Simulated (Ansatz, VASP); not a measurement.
**PbS in VASP and in Ansatz**

INCAR

```
ALGO = Normal ; EDIFF = 1E-6
ENCUT = 520 ; GGA = PE
ISIF = 2 ; ISMEAR = -1
LASPH = T ; LCHARG = F
LREAL = F ; LWAVE = F
NBANDS = 17 ; NELM = 80
PREC = Accurate ; SIGMA = 0.01
```

KPOINTS

```
k-points
0
Gamma
  8 8 8
```

POSCAR

```
PbS
1.0
    0.0000000000      2.9353500000      2.9650000000
    2.9353500000      0.0000000000      2.9650000000
    2.9353500000      2.9353500000      0.0000000000
Pb S
1 1
Direct
    0.0000000000      0.0000000000      0.0000000000
    0.5000000000      0.5000000000      0.5000000000
```

Input for Ansatz:

```yaml
crystal:
  lattice:
    - [0.0, 2.93535, 2.965]
    - [2.93535, 0.0, 2.965]
    - [2.93535, 2.93535, 0.0]
  atoms:
    - { symbol: Pb, position: [0.0, 0.0, 0.0] }
    - { symbol: S, position: [0.5, 0.5, 0.5] }
kpoints:
  mp_grid: { grid: [8, 8, 8] }
  band_path:
    path:
      - [0.0, 0.0, 0.0]
      - [0.0, 0.5, 0.5]
      - [0.25, 0.75, 0.5]
      - [0.0, 0.5, 0.0]
      - [0.0, 0.0, 0.0]
      - [0.5, 0.5, 0.0]
      - [0.3725125, 0.6274875, 0.0]
      - [-0.3725125, 0.3725125, 0.0]
      - [0.0, 0.0, 0.0]
    npoints: 5
scf:
  occupations: { method: fermi_dirac, width: 0.01 }
hamiltonian:
  xc: pbe
  pseudopotentials: { kind: all_electron, lapw: { basis_error: 0.0005 } }
output:
  forces: true
  stress: true
  eigenvalues: true
```

Change from the starting cell: equal xx and yy strain of -1 %.

Alike in both runs: task single point; functional PBE; k mesh 8 × 8 × 8; occupations fermi-dirac, width 0.01 eV; no spin polarisation.

|  | VASP | Ansatz |
| --- | --- | --- |
| version | VASP 6.6.1 | Ansatz 0.2.0 |
| potentials or method | VASP PAW PBE potentials, release 64 (Pb_d, S), cutoff 520 eV | all-electron LAPW, scalar-relativistic |

Ansatz gave:

```
pressure (GPa)                                                : 3.6
traceless stress, the component that is largest in VASP (GPa) : -0.95
```

Question: Estimate VASP's values.

Answer: Pressure (GPa): 3.5; traceless stress, the component that is largest in VASP (GPa): -0.95.

Ansatz ran all-electron here, and VASP with PAW potentials.

Spin-orbit coupling is off throughout.
